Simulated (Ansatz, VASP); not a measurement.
## I: VASP beside Ansatz

```xyz
1
Lattice="2.7704 0.0000 0.0000 0.0000 2.7704 0.0000 0.0000 0.0000 2.7704" Properties=species:S:1:pos:R:3 pbc="T T T"
I     0.0000    0.0000    0.0000
```

Change from the starting cell: volume scaled by 0.55, LAPW.

Alike in both runs: task single point; functional PBEsol; k mesh 11 × 11 × 11; occupations fermi-dirac, width 0.1 eV; no spin polarisation.

|  | VASP | Ansatz |
| --- | --- | --- |
| version | VASP 6.6.1 | Ansatz 0.2.0 |
| potentials or method | VASP PAW PBE potentials, release 64 (I), cutoff 520 eV | all-electron LAPW, scalar-relativistic |

```tsv
	VASP	Ansatz	Ansatz less VASP
pressure (GPa)	70.7	70.5	-0.15
```

VASP's potentials were made for PBE, not for PBEsol. Both programs put the cell under a high pressure, so it lies far from rest at this level. Ansatz ran all-electron here, and VASP with PAW potentials.

Neither program's run includes spin-orbit coupling. Noted on VASP's run: the cell as given lies far from equilibrium.
